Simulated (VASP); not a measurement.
Sb: single point with PBE

Sb:

```
Sb
1.0
    -1.71342    1.71342    1.71342
     1.71342   -1.71342    1.71342
     1.71342    1.71342   -1.71342
Sb
1
Direct
  0.00000 0.00000 0.00000
```

```
Program             : VASP 6.6.1
Task                : single point
Functional          : PBE
Potentials or basis : VASP PAW PBE potentials, release 64 (Sb)
Cutoff              : 500 eV
k mesh              : 12 × 12 × 12
Occupations         : fermi-dirac, width 0.05 eV
Spin                : no spin polarisation
```

- Pressure: 37.0 GPa

Levels at points of the mesh, in eV from the Fermi level:
```tsv
k point	band 1	band 2	band 3	band 4	band 5	band 6
(0.00, 0.00, 0.00)	-15.62	8.11	8.11	8.11	11.67	11.67
(0.50, 0.00, 0.00)	-9.55	-7.75	2.33	4.50	7.25	7.57
(0.50, 0.50, 0.50)	-4.01	-2.84	-2.84	-2.84	2.22	2.22
```

Run time: 4.6 s on 1 thread of Intel(R) Xeon(R) 6975P-C (Granite Rapids), on a shared host, peak memory 0.13 GiB.

Caveat: spin-orbit coupling is left out, which moves the levels of the heavy elements.
